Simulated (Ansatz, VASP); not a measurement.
H2C18O: VASP beside Ansatz

```
C O H
1.0
     7.39800    0.00000    0.00000
    -3.69900    6.40686    0.00000
     0.00000    0.00000   13.00000
C O H
18 1 2
Direct
  0.00227 0.99911 0.06002
  0.22470 0.11036 0.06014
  0.00309 0.33209 0.06029
  0.22397 0.44252 0.06040
  0.00179 0.66465 0.06001
  0.22517 0.77630 0.06013
  0.33650 0.99878 0.06006
  0.55742 0.10924 0.06023
  0.33529 0.33143 0.06039
  0.55862 0.44307 0.06034
  0.33576 0.66584 0.06039
  0.55814 0.77705 0.06034
  0.66859 0.99800 0.06028
  0.89184 0.10966 0.06022
  0.66906 0.33257 0.06027
  0.89139 0.44371 0.06022
  0.66978 0.66542 0.06023
  0.89062 0.77583 0.05996
  0.13098 0.89930 0.31304
  0.18330 0.02685 0.27332
  0.18950 0.82419 0.27820
```

Alike in both runs: functional PBE; dispersion D3(BJ); k mesh 2 × 2 × 1; occupations fermi-dirac, width 0.05 eV; no spin polarisation.

Ansatz relaxed the structure, and its values are those at the end. VASP's run is a single point on that final structure, the one shown.

```csv
,VASP,Ansatz
version,VASP 6.6.1,Ansatz 0.2.0
potentials or method,"VASP PAW PBE potentials, release 64 (C, O, H), cutoff 520 eV","scalar-relativistic, plane waves, PAW"
valence electrons in the cell,80,80
```

|  | VASP | Ansatz | Ansatz less VASP |
| --- | --- | --- | --- |
| rms of the force components (eV/Å) | 0.024 | 0.006 | -0.0176 |

Ansatz's warnings: xc potential rough in thin density.

The k mesh is coarse, so the values compare programs but aren't converged.
